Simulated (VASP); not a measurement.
A run of VASP 6.6.1 is set up as follows.

File INCAR:

```
PREC = Accurate
ENCUT = 520
EDIFF = 1E-7
ISMEAR = 0
SIGMA = 0.05
LREAL = F
LASPH = T
NELM = 60
ALGO = Normal
ISIF = 2
LWAVE = F
LCHARG = F
GGA = PE
NBANDS = 14
```

KPOINTS

```
Automatic mesh
0
Gamma
  14 14 14
```

Contents of POSCAR:

```
CoO
1.0
    0.0000000000      2.1315000000      2.1315000000
    2.1315000000      0.0000000000      2.1315000000
    2.1315000000      2.1315000000      0.0000000000
Co O
1 1
Direct
    0.0000000000      0.0000000000      0.0000000000
    0.5000000000      0.5000000000      0.5000000000
```

Potentials or basis: VASP PAW PBE potentials, release 64 (Co, O).

Run with:

```sh
$ cat potpaw_PBE.64/Co/POTCAR potpaw_PBE.64/O/POTCAR > POTCAR
$ mpirun -np 1 vasp_std > vasp.out
```

(1) Estimate the pressure.

Answers

(1) -20.0 GPa.

Caveat: an odd number of electrons without spin polarisation forces a metal; a magnetic or distorted state may lie lower; the run has no spin polarisation, though such a crystal can be magnetic.
